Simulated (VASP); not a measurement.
Runs of VASP 6.6.1 on Ca. The structure is that of space group Fm-3m (No. 225), or close to it. The cells are those of the table. 

| cell | gap on the mesh (eV) | pressure (GPa) |
| --- | --- | --- |
| a = 3.952, b = 3.893, c = 3.893 Å, angles 61.0, 59.5, 59.5°, 1 atom | none | -0.1 |
| a = 3.952, b = 4.021, c = 4.021 Å, angles 58.9, 60.6, 60.6°, 1 atom | none | -1.1 |
| a = 3.952, b = 3.932, c = 3.932 Å, angles 60.3, 59.8, 59.8°, 1 atom | none | (a) |
| a = 3.952, b = 3.971, c = 3.971 Å, angles 59.7, 60.2, 60.2°, 1 atom | none | -0.7 |
| a = 3.952, b = 3.991, c = 3.991 Å, angles 59.3, 60.3, 60.3°, 1 atom | none | -0.9 |
| a = 3.952, b = 4.011, c = 4.011 Å, angles 59.0, 60.5, 60.5°, 1 atom | none | -1.0 |
| a = 3.952, b = 3.912, c = 3.912 Å, angles 60.7, 59.7, 59.7°, 1 atom | none | (b) |
| a = 3.952, b = 4.031, c = 4.031 Å, angles 58.7, 60.7, 60.7°, 1 atom | none | -1.1 |

Alike in all rows: task single point; level PBE; potentials or basis VASP PAW PBE potentials, release 64 (Ca_sv); no spin polarisation; k mesh 14 × 14 × 14; cutoff (eV) 520; smearing gaussian 0.15 eV.

Question: Estimate the missing entries.

Answer: (a) -0.4; (b) -0.2.

A gap of «none» marks levels without a gap at the run's occupations.
